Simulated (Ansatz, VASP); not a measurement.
## GaAs in VASP and in Ansatz

File INCAR:

```
ALGO = Normal
EDIFF = 1E-8
ENCUT = 520
GGA = CA
ISIF = 2
ISMEAR = -1
LASPH = T
LCHARG = F
LEFG = T
LREAL = F
LWAVE = F
NBANDS = 16
NELM = 100
PREC = Accurate
SIGMA = 0.05
```

The input KPOINTS:

```
k-points
0
Gamma
  11 11 11
```

File POSCAR:

```
GaAs
1.0
    0.0000000000      2.7691429914      2.7691429914
    2.7691429914      0.0000000000      2.7691429914
    2.7691429914      2.7691429914      0.0000000000
Ga As
1 1
Direct
    0.0000000000      0.0000000000      0.0000000000
    0.7500000000      0.7500000000      0.7500000000
```

Input for Ansatz:

```yaml
crystal:
  lattice:
    - [0.0, 2.7691429914, 2.7691429914]
    - [2.7691429914, 0.0, 2.7691429914]
    - [2.7691429914, 2.7691429914, 0.0]
  atoms:
    - { symbol: Ga, position: [0.0, 0.0, 0.0] }
    - { symbol: As, position: [0.75, 0.75, 0.75] }
kpoints:
  mp_grid: { grid: [11, 11, 11] }
scf:
  occupations: { method: fermi_dirac, width: 0.05 }
hamiltonian:
  xc: lda
  pseudopotentials: { kind: all_electron, datasets: crystal }
output:
  forces: true
  stress: true
  eigenvalues: true
  efg: { contact_densities: true }
```

Change from the starting cell: volume scaled by 0.94, crystal datasets.

Alike in both runs: task electric field gradients; functional LDA; k mesh 11 × 11 × 11; occupations fermi-dirac, width 0.05 eV; no spin polarisation.

|  | VASP | Ansatz |
| --- | --- | --- |
| version | VASP 6.6.1 | Ansatz 0.2.0 |
| potentials or method | VASP PAW LDA potentials, release 64 (Ga_d, As), cutoff 520 eV | all-electron PAW with datasets made for the crystal, scalar-relativistic |

|  | VASP | Ansatz | Ansatz less VASP |
| --- | --- | --- | --- |
| pressure (GPa) | 3.2 | 2.8 | -0.35 |

LDA's correlation is that of Perdew and Zunger in VASP and of Perdew and Wang (1992) in Ansatz. Ansatz ran all-electron here, and VASP with PAW potentials.
